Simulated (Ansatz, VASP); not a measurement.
## One calculation of TePb, two programs

```xyz
2
Lattice="0.0000 3.2678 3.2678 3.2678 0.0000 3.2678 3.2678 3.2678 0.0000" Properties=species:S:1:pos:R:3 pbc="T T T"
Pb    0.0000    0.0000    0.0000
Te    3.2678    3.2678    3.2678
```

Alike in both runs: task single point; functional r2SCAN; k mesh 8 × 8 × 8; no spin polarisation.

|  | VASP | Ansatz |
| --- | --- | --- |
| version | VASP 6.6.1 | Ansatz 0.2.0 |
| potentials or method | VASP PAW PBE potentials, release 64 (Pb_d, Te) | plane waves, PAW |
| plane-wave cutoff (eV) | 520 | 500 |
| occupations | gaussian, width 0.01 eV | fixed |
| valence electrons in the cell | 20 | 30 |

```tsv
	VASP	Ansatz	Ansatz less VASP
gap on the k mesh at the Fermi level (eV)	1.09	1.09	-0.003
pressure (GPa)	0.0	0.0	+0.01
```

VASP's potentials were made for PBE, not for r2SCAN. VASP's potentials hold 20 valence electrons a cell and Ansatz's 30, so a difference there can come from the potentials and not from the codes.

Spin-orbit coupling is off throughout.
